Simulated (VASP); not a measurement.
A run of VASP 6.6.1 is set up as follows.

File INCAR:

```
  PREC = Accurate
  ENCUT = 600
  EDIFF = 1E-6
  ISMEAR = -1
  SIGMA = 0.02
  LREAL = False
  LASPH = True
  NELM = 80
  ALGO = Normal
  ISIF = 3
  LWAVE = False
  LCHARG = False
  GGA = PS
  IBRION = 2
  NSW = 80
  EDIFFG = -0.005
```

File KPOINTS:

```
regular mesh
0
Gamma
  6 6 4
```

POSCAR

```
Si2Mo
1.0
    4.6130404354      0.0000000000      0.0000000000
   -2.3065202177      3.9950102057      0.0000000000
    0.0000000000      0.0000000000      6.6095700353
Si Mo
6 3
Direct
    0.1639754872      0.8360245128      0.8333333333
    0.3279509744      0.1639754872      0.1666666667
    0.8360245128      0.6720490256      0.5000000000
    0.8360245128      0.1639754872      0.8333333333
    0.6720490256      0.8360245128      0.1666666667
    0.1639754872      0.3279509744      0.5000000000
    0.5000000000      0.0000000000      0.5000000000
    0.0000000000      0.5000000000      0.1666666667
    0.5000000000      0.5000000000      0.8333333333
```

Potentials or basis: VASP PAW PBE potentials, release 64 (Si, Mo_sv).

Run with:

```console
$ cat potpaw_PBE.64/Si/POTCAR potpaw_PBE.64/Mo_sv/POTCAR > POTCAR
$ mpirun -np 1 vasp_std > vasp.out
```

Q: What does it give for the band gap on the k mesh?

A: 0.04 eV, indirect (least direct gap 0.53 eV).

Q: Predict the relaxed volume.

A: 13.24 Å³/atom.

The path:
| step | energy change (eV) | largest force (eV/Å) | pressure (GPa) | volume (Å³) |
| --- | --- | --- | --- | --- |
| 1 | 0.0000 | 0.0296 | -4.58 | 121.81 |
| 2 | 0.0645 | 0.0173 | 8.35 | 115.11 |
| 3 | -0.0383 | 0.0128 | 0.00 | 119.21 |
| 4 | -0.0385 | 0.0057 | -0.04 | 119.20 |
| 5 | -0.0385 | 0.0055 | -0.04 | 119.20 |
| 6 | -0.0386 | 0.0017 | 0.03 | 119.16 |

Caveat: the PAW data sets were made with another functional, which shifts forces and pressure a little. A k mesh can miss the band edges.
